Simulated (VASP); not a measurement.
# C9O in VASP: single point with PBE+D3(BJ)

Aim: the single point of C9O with PBE+D3(BJ).

All numbers are computed with VASP 6.6.1; they aren't measurements. Logs are shortened: lines on timing, memory, paths and dates and some standing lists are left out, and cuts for length are marked.

### 1 The cell of the first run

The cell holds a slab with vacuum, 10 atoms: a = 4.931 Å, b = 4.931 Å, c = 16.650 Å, α = 90.00°, β = 90.00°, γ = 120.00°.

### 2 Single point, PBE+D3(BJ)

Contents of INCAR:

```
SYSTEM = C9O
  PREC = Accurate
  ENCUT = 520
  EDIFF = 1E-6
  ISMEAR = 0
  SIGMA = 0.1
  LREAL = .False.
  LASPH = .True.
  NELM = 60
  ALGO = Normal
  ISIF = 2
  LWAVE = .False.
  LCHARG = .False.
  LDIPOL = .True.
  IDIPOL = 3
  DIPOL = 0.5 0.5 0.285
  GGA = PE
  IVDW = 12
  NBANDS = 32
```

Contents of KPOINTS:

```
regular mesh
0
Gamma
  6 6 1
  0 0 0
```

Contents of POSCAR:

```
C9O
1.0
    4.9313048819      0.0000000000      0.0000000000
   -2.4656524409      4.2706353015      0.0000000000
    0.0000000000      0.0000000000     16.6500331942
C O
9 1
Direct
    0.3333333333      0.1666666667      0.2402407581
    0.3333333333      0.6666666667      0.2402407581
    0.8333333333      0.1666666667      0.2402407581
    0.8333333333      0.6666666667      0.2402407581
    0.1666666667      0.3333333333      0.2402407581
    0.1666666667      0.8333333333      0.2402407581
    0.6666666667      0.3333333333      0.2402407581
    0.6666666667      0.8333333333      0.2402407581
    0.5000000000      0.5000000000      0.4320448417
    0.5000000000      0.5000000000      0.5002866477
```

Potentials or basis: VASP PAW PBE potentials, release 64 (C, O).

Launch:

```bash
cat potpaw_PBE.64/C/POTCAR potpaw_PBE.64/O/POTCAR > POTCAR
mpirun -np 1 vasp_std > vasp.out
```

OUTCAR:

```text
SYSTEM = C9O
   PREC = Accurate
   ENCUT = 520
   EDIFF = 1E-6
   ISMEAR = 0
   LREAL = .False.
   LASPH = .True.
   NELM = 60
   ISIF = 2
   GGA = PE
   IVDW = 12
 IVDW          = 12

 ion  position               nearest neighbor table
   1  0.333  0.167  0.240-   5 1.42   6 1.42   7 1.42
   2  0.333  0.667  0.240-   6 1.42   5 1.42   8 1.42
   3  0.833  0.167  0.240-   7 1.42   8 1.42   5 1.42
   4  0.833  0.667  0.240-   8 1.42   7 1.42   6 1.42
   5  0.167  0.333  0.240-   1 1.42   2 1.42   3 1.42
   6  0.167  0.833  0.240-   2 1.42   1 1.42   4 1.42
   7  0.667  0.333  0.240-   3 1.42   4 1.42   1 1.42
   8  0.667  0.833  0.240-   4 1.42   3 1.42   2 1.42
   9  0.500  0.500  0.432-  10 1.14
  10  0.500  0.500  0.500-   9 1.14

  LATTYP: Found a hexagonal cell.
 ALAT       =     4.9313048819
 C/A-ratio  =     3.3763950096

  Lattice vectors:

 A1 = (   4.9313048819,   0.0000000000,   0.0000000000)
 A2 = (  -2.4656524409,   4.2706353015,   0.0000000000)
 A3 = (   0.0000000000,   0.0000000000,  16.6500331942)

Analysis of symmetry for initial positions (statically):
=====================================================================
 Subroutine PRICEL returns:
 Original cell was already a primitive cell.

 Routine SETGRP: Setting up the symmetry group for a
 hexagonal supercell.

 Subroutine GETGRP returns: Found 12 space group operations
 (whereof  4 operations were pure point group operations)
 out of a pool of 24 trial point group operations.

The static configuration has the point symmetry C_2v.
 The point group associated with its full space group is C_6v.

Analysis of symmetry for dynamics (positions and initial velocities):
=====================================================================
 Subroutine PRICEL returns:
 Original cell was already a primitive cell.

 Routine SETGRP: Setting up the symmetry group for a
 hexagonal supercell.

 Subroutine GETGRP returns: Found 12 space group operations
 (whereof  4 operations were pure point group operations)
 out of a pool of 24 trial point group operations.

The dynamic configuration has the point symmetry C_2v.
 The point group associated with its full space group is C_6v.

 Subroutine INISYM returns: Found 12 space group operations
 (whereof  4 operations are pure point group operations),
 and found     1 'primitive' translations

----------------------------------------------------------------------------------------

                                     Primitive cell

  volume of cell :     350.6464

  direct lattice vectors                    reciprocal lattice vectors
     4.931304882  0.000000000  0.000000000     0.202786083  0.117078599  0.000000000
    -2.465652441  4.270635301  0.000000000     0.000000000  0.234157199  0.000000000
     0.000000000  0.000000000 16.650033194     0.000000000  0.000000000  0.060059940

  length of vectors
     4.931304882  4.931304882 16.650033194     0.234157199  0.234157199  0.060059940

  position of ions in fractional coordinates (direct lattice)
     0.333333333  0.166666667  0.240240758
     0.333333333  0.666666667  0.240240758
     0.833333333  0.166666667  0.240240758
     0.833333333  0.666666667  0.240240758
     0.166666667  0.333333333  0.240240758
     0.166666667  0.833333333  0.240240758
     0.666666667  0.333333333  0.240240758
     0.666666667  0.833333333  0.240240758
     0.500000000  0.500000000  0.432044842
     0.500000000  0.500000000  0.500286648

  ion indices of the primitive-cell ions
   primitive index   ion index
                 1           1
                 2           2
                 3           3
                 4           4
                 5           5
                 6           6
                 7           7
                 8           8
                 9           9
                10          10

----------------------------------------------------------------------------------------

 KPOINTS: regular mesh

Automatic generation of k-mesh.
 Grid dimensions read from file:
 generate k-points for:    6    6    1

 Generating k-lattice:

  Cartesian coordinates                     Fractional coordinates (reciprocal lattice)
     0.033797680  0.019513100  0.000000000     0.166666667  0.000000000  0.000000000
     0.000000000  0.039026200  0.000000000     0.000000000  0.166666667  0.000000000
     0.000000000  0.000000000  0.060059940     0.000000000  0.000000000  1.000000000

  Length of vectors
     0.039026200  0.039026200  0.060059940

  Shift w.r.t. Gamma in fractional coordinates (k-lattice)
     0.000000000  0.000000000  0.000000000

 Subroutine IBZKPT returns following result:
 ===========================================

 Found      7 irreducible k-points:

 Following reciprocal coordinates:
            Coordinates               Weight
  0.000000  0.000000  0.000000      1.000000
  0.166667 -0.000000  0.000000      6.000000
  0.333333  0.000000  0.000000      6.000000
  0.500000  0.000000  0.000000      3.000000
  0.166667  0.166667  0.000000      6.000000
  0.333333  0.166667  0.000000     12.000000
  0.333333  0.333333  0.000000      2.000000
   k-points           NKPTS =      7   k-points in BZ     NKDIM =      7   number of bands    NBANDS=     32
   number of dos      NEDOS =    301   number of ions     NIONS =     10
   total plane-waves  NPLWV = 201600
   dimension x,y,z NGX =    40 NGY =   40 NGZ =  126
   dimension x,y,z NGXF=    80 NGYF=   80 NGZF=  252
   ions per type =               9   1
   NGX,Y,Z   is equivalent  to a cutoff of  13.48, 13.48, 12.58 a.u.
   NGXF,Y,Z  is equivalent  to a cutoff of  26.97, 26.97, 25.16 a.u.
 SYSTEM =  C9O
   PREC   = accura    normal or accurate (medium, high low for compatibility)
   ISTART =      0    job   : 0-new  1-cont  2-samecut
   ICHARG =      2    charge: 1-file 2-atom 10-const
   ISPIN  =      1    spin polarized calculation?
   LNONCOLLINEAR =      F non collinear calculations
   LSORBIT =      F    spin-orbit coupling
   LASPH  =      T    aspherical Exc in radial PAW
   ENCUT  =  520.0 eV  38.22 Ry    6.18 a.u.   9.17  9.17 30.96*2*pi/ulx,y,z
   NELM   =     60;   NELMIN=  2; NELMDL= -5     # of ELM steps
   EDIFF  = 0.1E-05   stopping-criterion for ELM
   LREAL  =      F    real-space projection
   EDIFFG = 0.1E-04   stopping-criterion for IOM
   NSW    =      0    number of steps for IOM
   IBRION =     -1    ionic relax: 0-MD 1-quasi-New 2-CG
   NFREE  =      0    steps in history (QN), initial steepest desc. (CG)
   ISIF   =      2    stress and relaxation
   ISYM   =      2    0-nonsym 1-usesym 2-fastsym
   POTIM  = 0.5000    time-step for ionic-motion
   TEBEG  =    0.0;   TEEND  =   0.0 temperature during run
   PSTRESS=    0.0 pullay stress
   NELECT =      42.0000    total number of electrons
   NUPDOWN=      -1.0000    fix difference up-down
   EMIN   =  10.00;   EMAX   =-10.00  energy-range for DOS
   EFERMI =   0.00;   METHOD = LEGACY
   ISMEAR =     0;   SIGMA  =   0.10  broadening in eV -4-tet -1-fermi 0-gaus
   EFERMI_NEDOS =   21; number of points for ismear=-14 and -15
   IALGO  =     38    algorithm
   IMIX   =      4    mixing-type and parameters
     AMIX     =   0.40;   BMIX     =  1.00
     AMIX_MAG =   1.60;   BMIX_MAG =  1.00
  volume/ion in A,a.u.               =      35.06       236.63
  Fermi-wavevector in a.u.,A,eV,Ry     =   0.806990  1.524990  8.860559  0.651233
  Thomas-Fermi vector in A             =   1.915526
   LORBIT       =      0    0 simple, 1 ext, 2 COOP (PROOUT), +10 PAW based schemes
   GGA     = PE    functional components
   LHFCALC =     F    Hartree Fock is set to
   AEXX    =    0.0000 exact exchange contribution
   IVDW    =    12    specifies the selected vdW correction
   LEPSILON=     F    determine dielectric tensor
   LRPA    =     F    only Hartree local field effects (RPA)
 non-spin polarized calculation
 Gauss-broadening in eV      SIGMA  =   0.10
  energy-cutoff  :      520.00
  volume of cell :      350.65
 maximum number of plane-waves:      9451
 NGX is ok and might be reduce to    40
   NGX = 19   NGY = 19   NGZ = 61

 number of electron      41.9999996 magnetization

 dipolmoment           0.000000      0.000000     -0.011865 electrons x Angstroem

 Free energy of the ion-electron system (eV)
  ---------------------------------------------------
  ext. energy  EPLUGINS =         0.00000000
  ---------------------------------------------------
  free energy    TOTEN  =       -88.56228222 eV

  energy without entropy =      -88.55601345  energy(sigma->0) =      -88.55914783

 E-fermi :  -1.9102     XC(G=0):  -3.5486

 val. band max:       -1.9101876498   @ k =   0.3333   0.3333   0.0000
 cond. band min:      -1.9101876443   @ k =   0.3333   0.3333   0.0000
 fundamental gap:      0.0000000054
 Fermi energy:        -1.9101876471

 k-point     1 :       0.0000    0.0000    0.0000
  band No.  band energies     occupation
      1     -27.2454      2.00000
      2     -21.4246      2.00000
      3     -16.1871      2.00000
      4     -16.1788      2.00000
      5     -16.1788      2.00000
      6     -15.1426      2.00000
[... 24 lines left out ...]
     31       4.2138      0.00000
     32       5.4703      0.00000

 k-point     2 :       0.1667   -0.0000    0.0000
  band No.  band energies     occupation
      1     -27.2451      2.00000
      2     -21.2605      2.00000
      3     -17.4432      2.00000
      4     -16.5783      2.00000
      5     -16.5750      2.00000
      6     -14.4781      2.00000
[... 24 lines left out ...]
     31       4.4421      0.00000
     32       5.5485      0.00000
[... 138 lines left out ...]
     31       4.6439      0.00000
     32       5.2300      0.00000

 k-point     7 :       0.3333    0.3333    0.0000
  band No.  band energies     occupation
      1     -27.2441      2.00000
      2     -19.4799      2.00000
      3     -19.4799      2.00000
      4     -19.4719      2.00000
      5     -14.5003      2.00000
      6     -14.5003      2.00000
[... 24 lines left out ...]
     31       4.4760      0.00000
     32       4.4760      0.00000

------------------------ aborting loop because EDIFF is reached ----------------------------------------

 vacuum level on the upper side and lower side of the slab       (xc-potential included)        -0.182        -0.017

 Edisp (eV)   -0.84856

 E8    (eV) :    -0.2566

  FORCE on cell =-STRESS in cart. coord.  units (eV):
  Direction    XX          YY          ZZ          XY          YZ          ZX
  --------------------------------------------------------------------------------------
  -------------------------------------------------------------------------------------
  Total       0.19541     0.19541     0.92050     0.00000     0.00000     0.00000
  in kB       0.89287     0.89287     4.20598     0.00000     0.00000     0.00000
  external pressure =        2.00 kB  Pullay stress =        0.00 kB

 VOLUME and BASIS-vectors are now :
 -----------------------------------------------------------------------------
  energy-cutoff  :      520.00
  volume of cell :      350.65
      direct lattice vectors                 reciprocal lattice vectors
     4.931304882  0.000000000  0.000000000     0.202786083  0.117078599  0.000000000
    -2.465652441  4.270635301  0.000000000     0.000000000  0.234157199  0.000000000
     0.000000000  0.000000000 16.650033194     0.000000000  0.000000000  0.060059940

 POSITION                                       TOTAL-FORCE (eV/Angst)
 -----------------------------------------------------------------------------------
      1.23283      0.71177      4.00002         0.000000      0.014695     -0.003547
     -0.00000      2.84709      4.00002         0.012726     -0.007347     -0.003547
      3.69848      0.71177      4.00002         0.000000     -0.000000      0.006766
      2.46565      2.84709      4.00002        -0.012726     -0.007347     -0.003547
      0.00000      1.42355      4.00002         0.012726      0.007347     -0.003547
     -1.23283      3.55886      4.00002         0.000000     -0.000000      0.006766
      2.46565      1.42355      4.00002        -0.012726      0.007347     -0.003547
      1.23283      3.55886      4.00002        -0.000000     -0.014695     -0.003547
      1.23283      2.13532      7.19356         0.000000     -0.000000     -0.869231
      1.23283      2.13532      8.32979         0.000000     -0.000000      0.876984
 -----------------------------------------------------------------------------------
    total drift:                               -0.000000     -0.000000     -0.000889

  FREE ENERGIE OF THE ION-ELECTRON SYSTEM (eV)
  ---------------------------------------------------
  free  energy   TOTEN  =       -89.4108435681 eV

  energy  without entropy=      -89.4045747950  energy(sigma->0) =      -89.40770918

 vacuum level on the upper side and lower side of the slab         2.178         2.342
```

Wall time 87 s (1 thread of Intel Xeon 6975P-C (Granite Rapids), shared host); peak memory 0.49 GiB.

Results:

| Item | Value |
| --- | --- |
| Free energy | -89.4108 eV |
| Largest force | 0.877 eV/Å |
| Band gap on the k mesh | zero (filled and empty bands touch) |
| Dispersion energy per atom | -0.085 eV |

Forces on the atoms (eV/Å):
```
C    0.000  0.015 -0.004
C    0.013 -0.007 -0.004
C    0.000  0.000  0.007
C   -0.013 -0.007 -0.004
C    0.013  0.007 -0.004
C    0.000  0.000  0.007
C   -0.013  0.007 -0.004
C    0.000 -0.015 -0.004
C    0.000  0.000 -0.869
O    0.000  0.000  0.877
```
